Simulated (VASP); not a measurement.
Wanted: the native input for a VASP 6.6.1 run.

```
Task                   : relaxation of shape and atoms at fixed volume
Functional             : PBEsol
Potentials or basis    : VASP PAW PBE potentials, release 64 (Ti_sv, Te)
Cutoff                 : 600 eV
k mesh                 : 15 × 15 × 8
Occupations            : gaussian, width 0.1 eV
Spin                   : no spin polarisation
Dipole correction      : no
Further INCAR settings : ALGO = Normal; EDIFF = 1e-06; IBRION = 2; EDIFFG = -0.01; NSW = 50; ISIF = 4
```

The structure of TiTe2 lies in POSCAR:

```
TiTe2
1.0
    3.7680964642      0.0000000000      0.0000000000
   -1.8840482321      3.2632672619      0.0000000000
    0.0000000000      0.0000000000      6.7586603052
Ti Te
1 2
Direct
    0.0000000000      0.0000000000      0.0000000000
    0.6666666667      0.3333333333      0.2567784471
    0.3333333333      0.6666666667      0.7432215529
```

These files were run (other wordings do the same):

INCAR

```
SYSTEM = TiTe2
ALGO     = Normal         ! electronic algorithm
EDIFF    = 1E-6           ! SCF threshold, eV
EDIFFG   = -0.01          ! ionic threshold
ENCUT    = 600            ! plane-wave cutoff, eV
GGA      = PS             ! functional
IBRION   = 2              ! ionic algorithm
ISIF     = 4              ! what is computed and relaxed
ISMEAR   = 0              ! smearing method
LASPH    = .True.         ! aspherical terms in the spheres
LCHARG   = .False.        ! write CHGCAR
LREAL    = .False.        ! projectors in reciprocal space
LWAVE    = .False.        ! write WAVECAR
NELM     = 60             ! most SCF steps
NSW      = 50             ! ionic steps
PREC     = Accurate       ! precision mode
SIGMA    = 0.1            ! smearing width, eV
```

KPOINTS

```
k-points
0
Gamma
  15 15 8
  0 0 0
```

Potentials or basis: VASP PAW PBE potentials, release 64 (Ti_sv, Te).

The run is started by

```sh
$ cat potpaw_PBE.64/Ti_sv/POTCAR potpaw_PBE.64/Te/POTCAR > POTCAR
$ mpirun -np 1 vasp_std > vasp.out
```

It gave:

The energy gained by relaxing is 2.9 meV/atom. The ionic steps are 7, the pressure after relaxing is -1.7 GPa and the largest force after relaxing is 0.009 eV/Å. The band gap on the k mesh is zero (bands 12 and 13 overlap by 0.72 eV).

Caveat: the PAW data sets were made with another functional, which shifts forces and pressure a little; spin-orbit coupling is left out, which moves the levels of the heavy elements; this functional lacks dispersion, which binds the layers, so the pressure and a relaxed spacing across them are unreliable.

It took 9.6 min on 1 thread of Intel(R) Xeon(R) 6975P-C (Granite Rapids) (shared host), peak memory 0.47 GiB.
